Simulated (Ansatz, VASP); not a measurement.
**Si3Ru: VASP beside Ansatz**

```
Si Ru
1.0
     3.81899    0.00000    0.00000
     0.00000    3.81899    0.00000
     0.00000    0.00000    3.81899
Si Ru
3 1
Direct
  0.00000 0.50000 0.50000
  0.50000 0.00000 0.50000
  0.50000 0.50000 0.00000
  0.00000 0.00000 0.00000
```

Change from the starting cell: species swapped into the HoIn3 type (Pm-3m, No. 221).

Alike in both runs: task relaxation of cell and atoms; functional PBE; k mesh 12 × 12 × 12; occupations gaussian, width 0.1 eV; no spin polarisation.

|  | VASP | Ansatz |
| --- | --- | --- |
| version | VASP 6.6.1 | Ansatz 0.2.0 |
| potentials or method | VASP PAW PBE potentials, release 64 (Si, Ru_pv), cutoff 600 eV | scalar-relativistic, plane waves, PAW |
| valence electrons in the cell | 26 | 28 |

Ansatz gave:

- gap on the k mesh at the Fermi level, each at its own relaxed structure (eV): none
- relaxed volume (Å³/atom): 13.52
- relaxed cell length with the largest relative difference (Å): 3.782

**Question.** What did VASP give for the same quantities?

**Answer.** gap on the k mesh at the Fermi level, each at its own relaxed structure (eV): none; relaxed volume (Å³/atom): 13.51; relaxed cell length with the largest relative difference (Å): 3.781.

A gap of «none» marks a metal or a gap that the smearing closes. VASP's potentials hold 26 valence electrons a cell and Ansatz's 28, so a difference there can come from the potentials and not from the codes.
